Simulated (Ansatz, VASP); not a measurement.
## PbI2 in VASP and in Ansatz

The input POSCAR:

```
PbI2
1.0
    4.5657260523      0.0000000000      0.0000000000
   -2.2828630262      3.9540347480      0.0000000000
    0.0000000000      0.0000000000      7.0410821077
Pb I
1 2
Direct
    0.0000000000      0.0000000000      0.0000000000
    0.3333333333      0.6666666667      0.2667794128
    0.6666666667      0.3333333333      0.7332205872
```

Contents of INCAR.step1:

```
SYSTEM = PbI2
ALGO = Normal ; EDIFF = 1E-5
ENCUT = 550 ; GGA = PE
GGA_COMPAT = .False. ; ISMEAR = 0
LASPH = .True. ; LCHARG = .False.
LREAL = .False. ; LWAVE = .True.
NBANDS = 21 ; NELM = 120
PREC = Accurate ; SIGMA = 0.01
```

INCAR.step2

```
SYSTEM = PbI2
ALGO = Normal ; EDIFF = 1E-6
ENCUT = 550 ; GGA_COMPAT = .False.
ISIF = 2 ; ISMEAR = 0
ISTART = 1 ; LASPH = .True.
LCHARG = .False. ; LMIXTAU = .True.
LREAL = .False. ; LWAVE = .False.
METAGGA = R2SCAN ; NBANDS = 21
NELM = 120 ; PREC = Accurate
SIGMA = 0.01
```

Contents of KPOINTS:

```
k-points
0
Gamma
  6 6 4
  0 0 0
```

Input for Ansatz:

```yaml
crystal:
  lattice:
    - [4.5657260523, 0.0, 0.0]
    - [-2.2828630262, 3.954034748, 0.0]
    - [0.0, 0.0, 7.0410821077]
  atoms:
    - { symbol: Pb, position: [0.0, 0.0, 0.0] }
    - { symbol: I, position: [0.3333333333, 0.6666666667, 0.2667794128] }
    - { symbol: I, position: [0.6666666667, 0.3333333333, 0.7332205872] }
kpoints:
  mp_grid: { grid: [6, 6, 4] }
hamiltonian:
  xc: r2scan
scf:
  occupations: { method: fixed }
output:
  optics:
    e_range: [0, 14]
    de: 0.05
    sigma: 0.1
    bands: { spectra_wanted_up_to: 14 }
```

Alike in both runs: task single point; functional r2SCAN; k mesh 6 × 6 × 4; no spin polarisation.

|  | VASP | Ansatz |
| --- | --- | --- |
| version | VASP 6.6.1 | Ansatz 0.2.0 |
| potentials or method | VASP PAW PBE potentials, release 64 (Pb_d, I) | plane waves, PAW |
| plane-wave cutoff (eV) | 550 | 500 |
| occupations | gaussian, width 0.01 eV | fixed |
| valence electrons in the cell | 28 | 48 |

|  | VASP | Ansatz | Ansatz less VASP |
| --- | --- | --- | --- |
| gap on the k mesh at the Fermi level (eV) | 2.62 | 2.62 | +0.001 |

VASP's potentials were made for PBE, not for r2SCAN. VASP's potentials hold 28 valence electrons a cell and Ansatz's 48, so a difference there can come from the potentials and not from the codes.

Spin-orbit coupling is off throughout.
